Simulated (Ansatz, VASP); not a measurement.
## One calculation of Lu, two programs

```
Lu
1.0
     3.30828    0.00000    0.00000
    -1.65414    2.86506    0.00000
     0.00000    0.00000    3.27158
Lu
1
Direct
  0.00000 0.00000 0.00000
```

Alike in both runs: functional PBE; k mesh 13 × 13 × 12; occupations fermi-dirac, width 0.08 eV; no spin polarisation.

Ansatz relaxed the structure, and its values are those at the end. VASP's run is a single point on that final structure, the one shown.

```csv
,VASP,Ansatz
version,VASP 6.6.1,Ansatz 0.2.0
potentials or method,"VASP PAW PBE potentials, release 64 (Lu)","PAW with Ansatz's default frozen-core files, scalar-relativistic"
plane-wave cutoff (eV),520,420
valence electrons in the cell,25,25
```

VASP gave:

```
pressure (GPa) : -0.1
```

Task: Estimate Ansatz's values.

Result: Pressure (GPa): 0.0.

The functional is the same, so the differences come from potentials, cutoffs and numerics.

Neither program's run includes spin-orbit coupling.
